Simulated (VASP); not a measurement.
Write the native input for VASP 6.6.1 that does the following.

```
Task                   : single point
Functional             : PBE
Potentials or basis    : VASP PAW PBE potentials, release 64 (Zr_sv, Tl_d, F)
Cutoff                 : 520 eV
k mesh                 : 8 × 8 × 8
Occupations            : gaussian, width 0.1 eV
Spin                   : no spin polarisation
Dipole correction      : no
Further INCAR settings : ALGO = Normal; EDIFF = 1e-06; NBANDS = 44
```

The structure of ZrTlF6 lies in POSCAR:

```
ZrTlF6
1.0
    0.0000000000      4.4461966974      4.4461966974
    4.4461966974      0.0000000000      4.4461966974
    4.4461966974      4.4461966974      0.0000000000
Zr Tl F
1 1 6
Direct
    0.0000000000      0.0000000000      0.0000000000
    0.5000000000      0.5000000000      0.5000000000
    0.7722941765      0.2277058235      0.2277058235
    0.2277058235      0.7722941765      0.7722941765
    0.2277058235      0.7722941765      0.2277058235
    0.7722941765      0.2277058235      0.7722941765
    0.2277058235      0.2277058235      0.7722941765
    0.7722941765      0.7722941765      0.2277058235
```

The input as run:

INCAR

```
SYSTEM = ZrTlF6
PREC     = Accurate       ! precision mode
ENCUT    = 520            ! plane-wave cutoff, eV
EDIFF    = 1E-6           ! SCF threshold, eV
ISMEAR   = 0              ! smearing method
SIGMA    = 0.1            ! smearing width, eV
LREAL    = .False.        ! projectors in reciprocal space
LASPH    = .True.         ! aspherical terms in the spheres
NELM     = 100            ! most SCF steps
ALGO     = Normal         ! electronic algorithm
ISIF     = 2              ! what is computed and relaxed
LWAVE    = .False.        ! write WAVECAR
LCHARG   = .False.        ! write CHGCAR
GGA      = PE             ! functional
NBANDS   = 44             ! bands
```

KPOINTS

```
regular mesh
0
Gamma
  8 8 8
  0 0 0
```

Potentials or basis: VASP PAW PBE potentials, release 64 (Zr_sv, Tl_d, F).

Run with:

```bash
$ cat potpaw_PBE.64/Zr_sv/POTCAR potpaw_PBE.64/Tl_d/POTCAR potpaw_PBE.64/F/POTCAR > POTCAR
$ mpirun -np 1 vasp_std > vasp.out
```

It gave:

```yaml
Pressure: 0.0 GPa
Largest_force: 0.066 eV/Å
Band_gap_on_the_k_mesh: zero (an odd number of electrons rules out a gap without spin polarisation)
```

Caveat: spin-orbit coupling is left out, which moves the levels of the heavy elements; an odd number of electrons without spin polarisation forces a metal; a magnetic or distorted state may lie lower.

It took 2.9 min on 1 thread of AMD EPYC 7R13 Processor (Zen 3), on a shared host, peak memory 0.39 GiB.
